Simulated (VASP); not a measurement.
# Si16Ge (a cell with a defect) in VASP: single point with r2SCAN

Aim: the single point of Si16Ge (a cell with a defect) with r2SCAN.

Everything below comes from runs of VASP 6.6.1. Logs are shortened: lines on timing, memory, paths and dates and some standing lists are left out, and cuts for length are marked.

### 1 The cell of the first run

The cell holds a defect, 17 atoms: a = 7.679 Å, b = 7.679 Å, c = 7.679 Å, α = 60.00°, β = 60.00°, γ = 60.00°.

### 2 Single point, r2SCAN

File POSCAR:

```
Si16Ge
1.0
    0.0000000000      5.4300000000      5.4300000000
    5.4300000000      0.0000000000      5.4300000000
    5.4300000000      5.4300000000      0.0000000000
Si Ge
16 1
Direct
    0.0178922652      0.0179615101     -0.0532810313
    0.1135287293      0.1136219153      0.1199661142
   -0.0022795580     -0.0022198895      0.4911624309
    0.1435353591      0.1436797422      0.5696362799
   -0.0280075506      0.5114073665      0.0057220994
    0.1135325967      0.6534158379      0.1199707182
   -0.0023132597      0.5138686924      0.4911692449
    0.1114455801      0.6272190608      0.6346245856
    0.5113290055     -0.0279188766      0.0057174033
    0.6533505525      0.1136107735      0.1199726519
    0.5137295580     -0.0022131676      0.4911678637
    0.6271563536      0.1114806630      0.6346145488
    0.5113394107      0.5114121547      0.0057184162
    0.6073260589      0.6074124309      0.1783960405
    0.4816698895      0.4817026703      0.5553671271
    0.6271210866      0.6272212707      0.6346244015
    0.3119410681      0.3120073665      1.0645961326
```

File INCAR.step1:

```
SYSTEM = Si16Ge
ALGO = Normal
EDIFF = 1E-4
ENCUT = 520
GGA = PE
ISMEAR = 0
LASPH = .True.
LCHARG = .False.
LREAL = Auto
LWAVE = .True.
NBANDS = 53
NELM = 60
PREC = Accurate
SIGMA = 0.05
```

File INCAR.step2:

```
SYSTEM = Si16Ge
ALGO = Normal
EDIFF = 1E-6
ENCUT = 520
ISIF = 2
ISMEAR = 0
ISTART = 1
LASPH = .True.
LCHARG = .False.
LMIXTAU = .True.
LREAL = Auto
LWAVE = .False.
METAGGA = R2SCAN
NBANDS = 53
NELM = 60
PREC = Accurate
SIGMA = 0.05
```

File KPOINTS:

```
k-points
0
Gamma
  2 2 2
  0 0 0
```

Potentials or basis: VASP PAW PBE potentials, release 64 (Si, Ge_d).

Started as:

```sh
> cat potpaw_PBE.64/Si/POTCAR potpaw_PBE.64/Ge_d/POTCAR > POTCAR
> cp INCAR.step1 INCAR
> mpirun -np 1 vasp_std > vasp.out
> cp INCAR.step2 INCAR
> mpirun -np 1 vasp_std > vasp.out
```

OUTCAR:

```text
SYSTEM = Si16Ge
   EDIFF = 1E-6
   ENCUT = 520
   ISIF = 2
   ISMEAR = 0
   ISTART = 1
   LASPH = .True.
   LREAL = Auto
   METAGGA = R2SCAN
   NELM = 60
   PREC = Accurate

 ion  position               nearest neighbor table
   1  0.018  0.018  0.947-  10 2.31   2 2.31   6 2.31   4 2.36
   2  0.114  0.114  0.120-   1 2.31   3 2.33  17 2.42   5 2.50   9 2.50
   3  0.998  0.998  0.491-   8 2.33  12 2.33   2 2.33   4 2.34
   4  0.144  0.144  0.570-   3 2.34   7 2.34  11 2.34   1 2.36
   5  0.972  0.511  0.006-  14 2.31   8 2.33  17 2.42   2 2.50   6 2.50
   6  0.114  0.653  0.120-   1 2.31   7 2.33  17 2.42   5 2.50  13 2.50
   7  0.998  0.514  0.491-   8 2.33  16 2.33   6 2.33   4 2.34
   8  0.111  0.627  0.635-   3 2.33   7 2.33   5 2.33  15 2.34
   9  0.511  0.972  0.006-  14 2.31  12 2.33  17 2.42   2 2.50  10 2.50
  10  0.653  0.114  0.120-   1 2.31  11 2.33  17 2.42  13 2.50   9 2.50
  11  0.514  0.998  0.491-  16 2.33  12 2.33  10 2.33   4 2.34
  12  0.627  0.111  0.635-   3 2.33  11 2.33   9 2.33  15 2.34
  13  0.511  0.511  0.006-  14 2.31  16 2.33  17 2.42  10 2.50   6 2.50
  14  0.607  0.607  0.178-  13 2.31   5 2.31   9 2.31  15 2.36
  15  0.482  0.482  0.555-  12 2.34   8 2.34  16 2.34  14 2.36
  16  0.627  0.627  0.635-  11 2.33   7 2.33  13 2.33  15 2.34
  17  0.312  0.312  0.065-   6 2.42  10 2.42   2 2.42  13 2.42   9 2.42   5 2.42

  LATTYP: Found a face centered cubic cell.
 ALAT       =    10.8600000000

  Lattice vectors:

 A1 = (   0.0000000000,   5.4300000000,   5.4300000000)
 A2 = (   5.4300000000,   0.0000000000,   5.4300000000)
 A3 = (   5.4300000000,   5.4300000000,   0.0000000000)

Analysis of symmetry for initial positions (statically):
=====================================================================
 Subroutine PRICEL returns:
 Original cell was already a primitive cell.

 Routine SETGRP: Setting up the symmetry group for a
 face centered cubic supercell.

 Subroutine GETGRP returns: Found  1 space group operations
 (whereof  1 operations were pure point group operations)
 out of a pool of 48 trial point group operations.

The static configuration has the point symmetry C_1 .

Analysis of symmetry for dynamics (positions and initial velocities):
=====================================================================
 Subroutine PRICEL returns:
 Original cell was already a primitive cell.

 Routine SETGRP: Setting up the symmetry group for a
 face centered cubic supercell.

 Subroutine GETGRP returns: Found  1 space group operations
 (whereof  1 operations were pure point group operations)
 out of a pool of 48 trial point group operations.
[... 121 lines left out ...]
   ISYM   =      2    0-nonsym 1-usesym 2-fastsym
   POTIM  = 0.5000    time-step for ionic-motion
   TEBEG  =    0.0;   TEEND  =   0.0 temperature during run
   PSTRESS=    0.0 pullay stress
   NELECT =      78.0000    total number of electrons
   NUPDOWN=      -1.0000    fix difference up-down
   EMIN   =  10.00;   EMAX   =-10.00  energy-range for DOS
   EFERMI =   0.00;   METHOD = LEGACY
   ISMEAR =     0;   SIGMA  =   0.05  broadening in eV -4-tet -1-fermi 0-gaus
   EFERMI_NEDOS =   21; number of points for ismear=-14 and -15
   IALGO  =     38    algorithm
   IMIX   =      4    mixing-type and parameters
     AMIX     =   0.40;   BMIX     =  1.00
     AMIX_MAG =   1.60;   BMIX_MAG =  1.00
  volume/ion in A,a.u.               =      18.84       127.11
  Fermi-wavevector in a.u.,A,eV,Ry     =   1.022421  1.932096 14.222785  1.045345
  Thomas-Fermi vector in A             =   2.156100
   LORBIT       =      0    0 simple, 1 ext, 2 COOP (PROOUT), +10 PAW based schemes
   METAGGA = R2SCAN    functional components
   LHFCALC =     F    Hartree Fock is set to
   AEXX    =    0.0000 exact exchange contribution
   IVDW    =     0    specifies the selected vdW correction
   LEPSILON=     F    determine dielectric tensor
   LRPA    =     F    only Hartree local field effects (RPA)
 non-spin polarized calculation
 Gauss-broadening in eV      SIGMA  =   0.05
  energy-cutoff  :      520.00
  volume of cell :      320.21
 maximum number of plane-waves:      8646
 NGX is ok and might be reduce to    60
   NGX = 29   NGY = 29   NGZ = 29

 number of electron      78.0000000 magnetization

 Free energy of the ion-electron system (eV)
  ---------------------------------------------------
  ext. energy  EPLUGINS =         0.00000000
  ---------------------------------------------------
  free energy    TOTEN  =      -148.93286783 eV

  energy without entropy =     -148.92962755  energy(sigma->0) =     -148.93124769

 E-fermi :   6.7881     XC(G=0): -10.2544

 val. band max:        6.7417447614   @ k =   0.0000   0.0000   0.5000
 cond. band min:       6.8470389536   @ k =   0.0000   0.0000   0.0000
 fundamental gap:      0.1052941922
 Fermi energy:         6.7881092967

 k-point     1 :       0.0000    0.0000    0.0000
  band No.  band energies     occupation
      1     -18.6720      2.00000
      2     -18.6720      2.00000
      3     -18.5138      2.00000
      4     -18.5138      2.00000
      5     -18.5077      2.00000
      6      -7.0954      2.00000
[... 421 lines left out ...]
     50      10.6779      0.00000
     51      10.7849      0.00000
 [bands above 51 left out]

------------------------ aborting loop because EDIFF is reached ----------------------------------------

  FORCE on cell =-STRESS in cart. coord.  units (eV):
  Direction    XX          YY          ZZ          XY          YZ          ZX
  --------------------------------------------------------------------------------------
  -------------------------------------------------------------------------------------
  Total        9.5587865      9.5590766      9.5579146     -1.4721435      1.4703819      1.4723616
  in kB       47.8281803     47.8296322     47.8238177     -7.3659921      7.3571778      7.3670831
  external PRESSURE =      47.8272101 kB  Pullay stress =       0.0000000 kB

 VOLUME and BASIS-vectors are now :
 -----------------------------------------------------------------------------
  energy-cutoff  :      520.00
  volume of cell :      320.21
      direct lattice vectors                 reciprocal lattice vectors
     0.000000000  5.430000000  5.430000000    -0.092081031  0.092081031  0.092081031
     5.430000000  0.000000000  5.430000000     0.092081031 -0.092081031  0.092081031
     5.430000000  5.430000000  0.000000000     0.092081031  0.092081031 -0.092081031

 POSITION                                       TOTAL-FORCE (eV/Angst)
 -----------------------------------------------------------------------------------
      5.23821      5.23784      0.19469         0.004242      0.004234     -0.005238
      1.26838      1.26788      1.23343         0.007549      0.007794     -0.007994
      8.08496      8.08463     10.83557        -0.010172     -0.010490     -0.006900
      3.87331      3.87252      1.55958        -0.000199      0.001323      0.000019
      2.80801      5.30899      8.05486        -0.009404      0.001939      0.010063
      4.19949      1.26792      4.16453         0.007843      0.006795     -0.006499
[... 9 lines left out ...]
      6.85182      6.85128      6.81108         0.011459      0.011336      0.008895
      2.04496      2.04460      3.38804        -0.002857     -0.003278      0.002492
 -----------------------------------------------------------------------------------
    total drift:                                0.008701      0.007044     -0.007647

  FREE ENERGIE OF THE ION-ELECTRON SYSTEM (eV)
  ---------------------------------------------------
  free  energy   TOTEN  =      -148.9328678305 eV

  energy  without entropy=     -148.9296275494  energy(sigma->0) =     -148.93124769
```

It took 24 min on 1 thread of Intel Xeon 8259CL, shared host; peak memory 0.57 GiB.

What came out:

- Free energy: -148.9329 eV
- Pressure: 4.8 GPa
- Largest force: 0.019 eV/Å
- Band gap on the k mesh: 0.11 eV

Forces in eV/Å, atoms in the order of the input:
```
Si   0.004  0.004 -0.005
Si   0.008  0.008 -0.008
Si  -0.010 -0.010 -0.007
Si   0.000  0.001  0.000
Si  -0.009  0.002  0.010
Si   0.008  0.007 -0.006
Si   0.007 -0.010  0.010
Si   0.011 -0.009 -0.012
Si   0.001 -0.009  0.010
Si   0.007  0.008 -0.007
Si  -0.010  0.007  0.011
Si  -0.008  0.012 -0.012
Si  -0.010 -0.011 -0.002
Si  -0.004 -0.005  0.004
Si  -0.003 -0.003  0.003
Si   0.011  0.011  0.009
Ge  -0.003 -0.003  0.002
```

Stress tensor (GPa, compression positive):
```
 4.78 -0.74  0.74
-0.74  4.78  0.74
 0.74  0.74  4.78
```

Caveat: the k points lie up to 0.50 Å⁻¹ apart; semilocal functionals underestimate gaps, and a narrow one can read as zero; the PAW data sets were made with another functional, which shifts forces and pressure a little.
